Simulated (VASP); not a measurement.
# Pd (Im-3m) in VASP: a series of runs

The runs below take Pd through single point, with PBE0.

Everything below comes from runs of VASP 6.6.1. Logs are shortened: lines on timing, memory, paths and dates and some standing lists are left out, and cuts for length are marked.

## (1) The cell of the first run

The structure is cubic, space group Im-3m (No. 229). The conventional cell has a = 3.080 Å, b = 3.080 Å, c = 3.080 Å, α = 90.00°, β = 90.00°, γ = 90.00°. Pd (site symmetry m-3m) has 14 Pd at 2.67 to 3.08 Å within 3.5 Å.

This isn't the form of Pd at room conditions, which is fcc.

## (2) Single point, PBE0

POSCAR

```
Pd
1.0
   -1.5401846266      1.5401846266      1.5401846266
    1.5401846266     -1.5401846266      1.5401846266
    1.5401846266      1.5401846266     -1.5401846266
Pd
1
Direct
    0.0000000000      0.0000000000      0.0000000000
```

INCAR.step1

```
PREC = Accurate
ENCUT = 520
EDIFF = 1E-5
ISMEAR = -1
SIGMA = 0.05
LREAL = F
LASPH = T
NELM = 80
ALGO = Normal
ISIF = 2
LWAVE = T
NBANDS = 11
GGA = PE
```

INCAR.step2

```
PREC = Accurate
ENCUT = 520
EDIFF = 1E-6
ISMEAR = -1
SIGMA = 0.05
LREAL = F
LASPH = T
NELM = 80
ALGO = Normal
ISIF = 2
LWAVE = F
LCHARG = T
GGA = PE
LHFCALC = T
AEXX = 0.25
PRECFOCK = Normal
LELF = T
LVHAR = T
NBANDS = 11
ISTART = 1
```

KPOINTS

```
Automatic mesh
0
Gamma
  6 6 6
```

Potentials or basis: VASP PAW PBE potentials, release 64 (Pd).

Run with:

```sh
$ cat potpaw_PBE.64/Pd/POTCAR > POTCAR
$ cp INCAR.step1 INCAR
$ mpirun -np 1 vasp_std > vasp.out
$ cp INCAR.step2 INCAR
$ mpirun -np 1 vasp_std > vasp.out
```

OUTCAR:

```text
PREC = Accurate
   ENCUT = 520
   EDIFF = 1E-6
   ISMEAR = -1
   LREAL = F
   LASPH = T
   NELM = 80
   ISIF = 2
   GGA = PE
   LHFCALC = T
   AEXX = 0.25
   PRECFOCK = Normal
   ISTART = 1

 ion  position               nearest neighbor table
   1  0.000  0.000  0.000-

  LATTYP: Found a body centered cubic cell.
 ALAT       =     3.0803692532

  Lattice vectors:

 A1 = (  -1.5401846266,   1.5401846266,   1.5401846266)
 A2 = (   1.5401846266,  -1.5401846266,   1.5401846266)
 A3 = (   1.5401846266,   1.5401846266,  -1.5401846266)

Analysis of symmetry for initial positions (statically):
=====================================================================
 Subroutine PRICEL returns:
 Original cell was already a primitive cell.

 Routine SETGRP: Setting up the symmetry group for a
 body centered cubic supercell.

 Subroutine GETGRP returns: Found 48 space group operations
 (whereof 48 operations were pure point group operations)
 out of a pool of 48 trial point group operations.

The static configuration has the point symmetry O_h .

Analysis of symmetry for dynamics (positions and initial velocities):
=====================================================================
 Subroutine PRICEL returns:
 Original cell was already a primitive cell.

 Routine SETGRP: Setting up the symmetry group for a
 body centered cubic supercell.

 Subroutine GETGRP returns: Found 48 space group operations
 (whereof 48 operations were pure point group operations)
 out of a pool of 48 trial point group operations.

The dynamic configuration has the point symmetry O_h .

 Subroutine INISYM returns: Found 48 space group operations
 (whereof 48 operations are pure point group operations),
 and found     1 'primitive' translations

----------------------------------------------------------------------------------------

                                     Primitive cell

  volume of cell :      14.6143

  direct lattice vectors                    reciprocal lattice vectors
    -1.540184627  1.540184627  1.540184627     0.000000000  0.324636405  0.324636405
     1.540184627 -1.540184627  1.540184627     0.324636405  0.000000000  0.324636405
     1.540184627  1.540184627 -1.540184627     0.324636405  0.324636405  0.000000000

  length of vectors
[... 82 lines left out ...]
   NELECT =      10.0000    total number of electrons
   NUPDOWN=      -1.0000    fix difference up-down
   EMIN   =  10.00;   EMAX   =-10.00  energy-range for DOS
   EFERMI =   0.00;   METHOD = LEGACY
   ISMEAR =    -1;   SIGMA  =   0.05  broadening in eV -4-tet -1-fermi 0-gaus
   EFERMI_NEDOS =   21; number of points for ismear=-14 and -15
   IALGO  =     38    algorithm
   IMIX   =      1    mixing-type and parameters
     AMIX     =   0.40;   BMIX     =  1.00
     AMIX_MAG =   1.60;   BMIX_MAG =  1.00
  volume/ion in A,a.u.               =      14.61        98.62
  Fermi-wavevector in a.u.,A,eV,Ry     =   1.442609  2.726136 28.315377  2.081121
  Thomas-Fermi vector in A             =   2.561110
   LORBIT       =      0    0 simple, 1 ext, 2 COOP (PROOUT), +10 PAW based schemes
   GGA     = PE    functional components
   LHFCALC =     T    Hartree Fock is set to
   PRECFOCK=normal    Normal, Fast or Accurate (Low or Medium for compatibility)
   ENCUT4O =  -1.0   cutoff for four orbital integrals eV
   NKREDX  =     1    reduce k-point grid by
   NKREDY  =     1    reduce k-point grid by
   NKREDZ  =     1    reduce k-point grid by
   AEXX    =    0.2500 exact exchange contribution
   HFSCREEN=    0.0000 screening length (either q_TF or 0.3 A-1)
   HFSCREENC=   0.0000 screening length for correlation (either q_TF or 0.3 A-1)
   ENCUTFOCK=  -1.0 apply spherical cutoff to Coloumb kernel
   IVDW    =     0    specifies the selected vdW correction
   LEPSILON=     F    determine dielectric tensor
   LRPA    =     F    only Hartree local field effects (RPA)
 non-spin polarized calculation
  energy-cutoff  :      520.00
  volume of cell :       14.61
 maximum number of plane-waves:       402
  NGX = 16; NGY = 16; NGZ = 16

 number of electron       9.9999998 magnetization

 Free energy of the ion-electron system (eV)
  ---------------------------------------------------
  ext. energy  EPLUGINS =         0.00000000
  ---------------------------------------------------
  free energy    TOTEN  =        -6.54142472 eV

  energy without entropy =       -6.53823747  energy(sigma->0) =       -6.53983109

 E-fermi :   9.1647     XC(G=0): -10.3543

 val. band max:        8.4660208045   @ k =   0.1667   0.1667   0.0000
 cond. band min:       9.2846040272   @ k =  -0.3333   0.5000   0.1667
 fundamental gap:      0.8185832227
 Fermi energy:         9.1647097504

 k-point     1 :       0.0000    0.0000    0.0000
  band No.  band energies     occupation
      1       1.2334      2.00000
      2       5.2528      2.00000
      3       5.2528      2.00000
      4       5.2528      2.00000
      5       7.2085      2.00000
      6       7.2085      2.00000
      7      30.6679      0.00000
      8      30.6679      0.00000
      9      30.6679      0.00000
     10      39.5485      0.00000
     11      39.5615      0.00000
[... 197 lines left out ...]
 k-point    16 :       0.5000    0.5000    0.5000
  band No.  band energies     occupation
      1       2.5934      2.00000
      2       2.5934      2.00000
      3       9.8690      0.00000
      4       9.8690      0.00000
      5       9.8690      0.00000
      6      20.2699      0.00000
      7      20.2699      0.00000
      8      20.2699      0.00000
      9      29.1137      0.00000
     10      29.1137      0.00000
     11      29.6659      0.00000

------------------------ aborting loop because EDIFF is reached ----------------------------------------

  FORCE on cell =-STRESS in cart. coord.  units (eV):
  Direction    XX          YY          ZZ          XY          YZ          ZX
  --------------------------------------------------------------------------------------
  -------------------------------------------------------------------------------------
  Total        0.3361939      0.3361939      0.3361939      0.0000000      0.0000000      0.0000000
  in kB       36.8571795     36.8571795     36.8571795      0.0000000      0.0000000      0.0000000
  external PRESSURE =      36.8571795 kB  Pullay stress =       0.0000000 kB

 VOLUME and BASIS-vectors are now :
 -----------------------------------------------------------------------------
  energy-cutoff  :      520.00
  volume of cell :       14.61
      direct lattice vectors                 reciprocal lattice vectors
    -1.540184627  1.540184627  1.540184627     0.000000000  0.324636405  0.324636405
     1.540184627 -1.540184627  1.540184627     0.324636405  0.000000000  0.324636405
     1.540184627  1.540184627 -1.540184627     0.324636405  0.324636405  0.000000000

 POSITION                                       TOTAL-FORCE (eV/Angst)
 -----------------------------------------------------------------------------------
      0.00000      0.00000      0.00000        -0.000000      0.000000      0.000000
 -----------------------------------------------------------------------------------
    total drift:                               -0.000000     -0.000000     -0.000001

  FREE ENERGIE OF THE ION-ELECTRON SYSTEM (eV)
  ---------------------------------------------------
  free  energy   TOTEN  =        -6.5414247193 eV

  energy  without entropy=       -6.5382374683  energy(sigma->0) =       -6.53983109
```

OUTCAR.step1:

```text
PREC = Accurate
   ENCUT = 520
   EDIFF = 1E-5
   ISMEAR = -1
   LREAL = F
[... 430 lines left out ...]

 POSITION                                       TOTAL-FORCE (eV/Angst)
 -----------------------------------------------------------------------------------
      0.00000      0.00000      0.00000        -0.000000      0.000000     -0.000000
 -----------------------------------------------------------------------------------
    total drift:                                0.000000     -0.000000      0.000000

  FREE ENERGIE OF THE ION-ELECTRON SYSTEM (eV)
  ---------------------------------------------------
  free  energy   TOTEN  =        -5.1685390645 eV

  energy  without entropy=       -5.1580872156  energy(sigma->0) =       -5.16331314
```

It took 8.4 min on 1 thread of AMD EPYC 7R43 (Zen 3), shared host; peak memory 0.11 GiB.

Results:

```yaml
Free_energy: -6.5414 eV
Pressure: 3.7 GPa
Band_gap_on_the_k_mesh: zero (bands 5 and 6 overlap by 3.06 eV)
```

Caveat: the k points lie up to 0.48 Å⁻¹ apart, too coarse for converged energies and pressures of a metal; the PAW data sets were made with another functional, which shifts forces and pressure a little.

## (3) Single point, PBE0

This run uses another cell than the first one, of 14.93 Å³/atom.

POSCAR

```
Pd
1.0
   -1.5510313546      1.5510313546      1.5510313546
    1.5510313546     -1.5510313546      1.5510313546
    1.5510313546      1.5510313546     -1.5510313546
Pd
1
Direct
    0.0000000000      0.0000000000      0.0000000000
```

INCAR.step1

```
SYSTEM = Pd
PREC = Accurate
ENCUT = 520
EDIFF = 1E-5
ISMEAR = -1
SIGMA = 0.05
LREAL = .False.
LASPH = .True.
NELM = 80
ALGO = Normal
ISIF = 2
LWAVE = .True.
LCHARG = .False.
GGA = PE
NBANDS = 11
```

INCAR.step2

```
SYSTEM = Pd
PREC = Accurate
ENCUT = 520
EDIFF = 1E-6
ISMEAR = -1
SIGMA = 0.05
LREAL = .False.
LASPH = .True.
NELM = 80
ALGO = Normal
ISIF = 2
LWAVE = .False.
LCHARG = .False.
GGA = PE
LHFCALC = .True.
AEXX = 0.25
PRECFOCK = Normal
ISTART = 1
NBANDS = 11
```

KPOINTS

```
regular mesh
0
Gamma
  6 6 6
  0 0 0
```

Potentials or basis: VASP PAW PBE potentials, release 64 (Pd).

Run with:

```sh
$ cat potpaw_PBE.64/Pd/POTCAR > POTCAR
$ cp INCAR.step1 INCAR
$ mpirun -np 1 vasp_std > vasp.out
$ cp INCAR.step2 INCAR
$ mpirun -np 1 vasp_std > vasp.out
```

OUTCAR:

```text
SYSTEM = Pd
   PREC = Accurate
   ENCUT = 520
   EDIFF = 1E-6
   ISMEAR = -1
   LREAL = .False.
   LASPH = .True.
   NELM = 80
   ISIF = 2
   GGA = PE
   LHFCALC = .True.
   AEXX = 0.25
   PRECFOCK = Normal
   ISTART = 1

 ion  position               nearest neighbor table
   1  0.000  0.000  0.000-

  LATTYP: Found a body centered cubic cell.
 ALAT       =     3.1020627092

  Lattice vectors:

 A1 = (  -1.5510313546,   1.5510313546,   1.5510313546)
 A2 = (   1.5510313546,  -1.5510313546,   1.5510313546)
 A3 = (   1.5510313546,   1.5510313546,  -1.5510313546)

Analysis of symmetry for initial positions (statically):
=====================================================================
 Subroutine PRICEL returns:
 Original cell was already a primitive cell.

 Routine SETGRP: Setting up the symmetry group for a
 body centered cubic supercell.

 Subroutine GETGRP returns: Found 48 space group operations
 (whereof 48 operations were pure point group operations)
 out of a pool of 48 trial point group operations.

The static configuration has the point symmetry O_h .

Analysis of symmetry for dynamics (positions and initial velocities):
=====================================================================
 Subroutine PRICEL returns:
 Original cell was already a primitive cell.

 Routine SETGRP: Setting up the symmetry group for a
 body centered cubic supercell.

 Subroutine GETGRP returns: Found 48 space group operations
 (whereof 48 operations were pure point group operations)
 out of a pool of 48 trial point group operations.

The dynamic configuration has the point symmetry O_h .

 Subroutine INISYM returns: Found 48 space group operations
 (whereof 48 operations are pure point group operations),
 and found     1 'primitive' translations

[... 113 lines left out ...]
   NKREDY  =     1    reduce k-point grid by
   NKREDZ  =     1    reduce k-point grid by
   AEXX    =    0.2500 exact exchange contribution
   HFSCREEN=    0.0000 screening length (either q_TF or 0.3 A-1)
   HFSCREENC=   0.0000 screening length for correlation (either q_TF or 0.3 A-1)
   ENCUTFOCK=  -1.0 apply spherical cutoff to Coloumb kernel
   IVDW    =     0    specifies the selected vdW correction
   LEPSILON=     F    determine dielectric tensor
   LRPA    =     F    only Hartree local field effects (RPA)
 non-spin polarized calculation
  energy-cutoff  :      520.00
  volume of cell :       14.93
 maximum number of plane-waves:       418
  NGX = 16; NGY = 16; NGZ = 16

 number of electron      10.0000003 magnetization

 Free energy of the ion-electron system (eV)
  ---------------------------------------------------
  ext. energy  EPLUGINS =         0.00000000
  ---------------------------------------------------
  free energy    TOTEN  =        -6.54492017 eV

  energy without entropy =       -6.54173284  energy(sigma->0) =       -6.54332651

 E-fermi :   8.8110     XC(G=0): -10.2531

 val. band max:        8.1324842467   @ k =   0.1667   0.1667   0.0000
 cond. band min:       8.9309221567   @ k =  -0.3333   0.5000   0.1667
 fundamental gap:      0.7984379100
 Fermi energy:         8.8110281242

 k-point     1 :       0.0000    0.0000    0.0000
  band No.  band energies     occupation
      1       1.0603      2.00000
      2       5.0045      2.00000
      3       5.0045      2.00000
      4       5.0045      2.00000
      5       6.8930      2.00000
      6       6.8930      2.00000
      7      30.2575      0.00000
      8      30.2575      0.00000
      9      30.2575      0.00000
     10      38.8986      0.00000
     11      38.9007      0.00000
[... 197 lines left out ...]
 k-point    16 :       0.5000    0.5000    0.5000
  band No.  band energies     occupation
      1       2.4307      2.00000
      2       2.4307      2.00000
      3       9.4976      0.00000
      4       9.4976      0.00000
      5       9.4976      0.00000
      6      19.8303      0.00000
      7      19.8303      0.00000
      8      19.8303      0.00000
      9      28.4865      0.00000
     10      28.4865      0.00000
     11      28.9344      0.00000

------------------------ aborting loop because EDIFF is reached ----------------------------------------

  FORCE on cell =-STRESS in cart. coord.  units (eV):
  Direction    XX          YY          ZZ          XY          YZ          ZX
  --------------------------------------------------------------------------------------
  -------------------------------------------------------------------------------------
  Total       -0.0303510     -0.0303510     -0.0303510     -0.0000000     -0.0000000      0.0000000
  in kB       -3.2580844     -3.2580844     -3.2580844     -0.0000000     -0.0000000      0.0000000
  external PRESSURE =      -3.2580844 kB  Pullay stress =       0.0000000 kB

 VOLUME and BASIS-vectors are now :
 -----------------------------------------------------------------------------
  energy-cutoff  :      520.00
  volume of cell :       14.93
      direct lattice vectors                 reciprocal lattice vectors
    -1.551031355  1.551031355  1.551031355     0.000000000  0.322366146  0.322366146
     1.551031355 -1.551031355  1.551031355     0.322366146  0.000000000  0.322366146
     1.551031355  1.551031355 -1.551031355     0.322366146  0.322366146  0.000000000

 POSITION                                       TOTAL-FORCE (eV/Angst)
 -----------------------------------------------------------------------------------
      0.00000      0.00000      0.00000        -0.000000      0.000000     -0.000000
 -----------------------------------------------------------------------------------
    total drift:                               -0.000000      0.000000      0.000000

  FREE ENERGIE OF THE ION-ELECTRON SYSTEM (eV)
  ---------------------------------------------------
  free  energy   TOTEN  =        -6.5449201749 eV

  energy  without entropy=       -6.5417328397  energy(sigma->0) =       -6.54332651
```

OSZICAR.step1:

```text
N       E                     dE             d eps       ncg     rms          rms(c)
DAV:   1     0.423621876724E+02    0.42362E+02   -0.50072E+03   352   0.841E+02
DAV:   2    -0.484597321526E+01   -0.47208E+02   -0.46155E+02   403   0.181E+02
DAV:   3    -0.544307062936E+01   -0.59710E+00   -0.59648E+00   412   0.214E+01
DAV:   4    -0.544676869116E+01   -0.36981E-02   -0.36973E-02   434   0.176E+00
DAV:   5    -0.544682285348E+01   -0.54162E-04   -0.54162E-04   448   0.177E-01    0.732E+00
DAV:   6    -0.519912095930E+01    0.24770E+00   -0.88333E-01   427   0.793E+00    0.359E+00
DAV:   7    -0.518647373530E+01    0.12647E-01   -0.19974E-02   463   0.113E+00    0.181E+00
DAV:   8    -0.518306848086E+01    0.34053E-02   -0.11892E-03   435   0.297E-01    0.117E-01
DAV:   9    -0.518305062854E+01    0.17852E-04   -0.21181E-05   429   0.430E-02    0.124E-02
DAV:  10    -0.518305576803E+01   -0.51395E-05   -0.18013E-06   289   0.125E-02
   1 F= -.51830558E+01 E0= -.51774860E+01  d E =-.111395E-01
```

It took 8.2 min on 1 thread of AMD EPYC 7R43 (Zen 3), shared host; peak memory 0.1 GiB.

What came out:

```yaml
Free_energy: -6.5449 eV
Pressure: -0.3 GPa
Band_gap_on_the_k_mesh: zero (bands 5 and 6 overlap by 2.99 eV)
```

Levels at points of the mesh, in eV from the Fermi level:
```
           k point  band 3  band 4  band 5  band 6  band 7  band 8
(0.00, 0.00, 0.00)   -3.81   -3.81   -1.92   -1.92   21.45   21.45
(0.50, 0.00, 0.00)   -1.88   -1.56    1.07    2.47    9.74   17.09
(0.50, 0.50, 0.50)    0.69    0.69    0.69   11.02   11.02   11.02
```

Caveat: the k points lie up to 0.48 Å⁻¹ apart, too coarse for converged energies and pressures of a metal; the PAW data sets were made with another functional, which shifts forces and pressure a little.
